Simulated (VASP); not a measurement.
## KTaO3: relaxation of cell and atoms with r2SCAN+U

KTaO3:

```
Ta K O
1.0
     3.98830    0.00000    0.00000
     0.00000    3.98830    0.00000
     0.00000    0.00000    3.98830
Ta K O
1 1 3
Direct
  0.00000 0.00000 0.00000
  0.50000 0.50000 0.50000
  0.00000 0.00000 0.50000
  0.00000 0.50000 0.00000
  0.50000 0.00000 0.00000
```

```yaml
Program: VASP 6.6.1
Task: relaxation of cell and atoms
Functional: r2SCAN
Potentials_or_basis: VASP PAW PBE potentials, release 64 (Ta_pv, K_sv, O)
Cutoff: 600 eV
k_mesh: 7 × 7 × 7
Occupations: fermi-dirac, width 0.05 eV
Spin: no spin polarisation
Hubbard_terms: Ta d U = 1.0 eV
Dipole_correction: no
Further_INCAR_settings: ALGO = Normal; EDIFF = 1e-06; IBRION = 2; EDIFFG = -0.01; NSW = 60; ISIF = 3
```

- Relaxed volume: 12.81 Å³/atom
- Relaxed cell: a = 4.001 Å, b = 4.001 Å, c = 4.001 Å, α = 90.00°, β = 90.00°, γ = 90.00°
- Space group after relaxing (to 0.1 Å): Pm-3m (No. 221)
- Energy gained by relaxing: 0.8 meV/atom
- Ionic steps: 3
- Pressure after relaxing: 0.0 GPa
- Band gap on the k mesh: 2.78 eV (least direct gap 3.39 eV)

Step by step:
```tsv
step	energy change (eV)	largest force (eV/Å)	pressure (GPa)	volume (Å³)
1	0.0000	0.0000	2.04	63.44
2	0.0039	0.0000	-2.81	64.93
3	-0.0038	0.0000	-0.01	64.05
```

Final structure:
```cif
data_structure
_symmetry_space_group_name_H-M 'P 1'
_symmetry_Int_Tables_number 1
_cell_length_a 4.0011
_cell_length_b 4.0011
_cell_length_c 4.0011
_cell_angle_alpha 90.000
_cell_angle_beta 90.000
_cell_angle_gamma 90.000
_cell_volume 64.05
loop_
_atom_site_label
_atom_site_type_symbol
_atom_site_fract_x
_atom_site_fract_y
_atom_site_fract_z
_atom_site_occupancy
Ta1 Ta 0.00000 0.00000 0.00000 1
K1 K 0.50000 0.50000 0.50000 1
O1 O 0.00000 0.00000 0.50000 1
O2 O 0.00000 0.50000 0.00000 1
O3 O 0.50000 0.00000 0.00000 1
```

Levels at points of the mesh, in eV from the valence-band top:
```tsv
k point	band 16	band 17	band 18	band 19	band 20	band 21	band 22	band 23
(0.00, 0.00, 0.00)	-1.02	-0.61	-0.61	-0.61	2.78	2.78	2.78	7.10
```

Eigenvalues of the final occupation matrices:
```csv
site,spin,trace,eigenvalues
site 1 d,1,1.00,0.14 0.14 0.14 0.28 0.28
site 1 d,2,1.00,0.14 0.14 0.14 0.28 0.28
```

Wall time 2.9 min on 1 thread of Oxide Virtual Turin-like Processor (shared host), peak memory 0.19 GiB.

Caveat: the PAW data sets were made with another functional, which shifts forces and pressure a little; spin-orbit coupling is left out, which moves the levels of the heavy elements; an odd mesh through Γ misses points on the zone boundary, where band edges can lie.
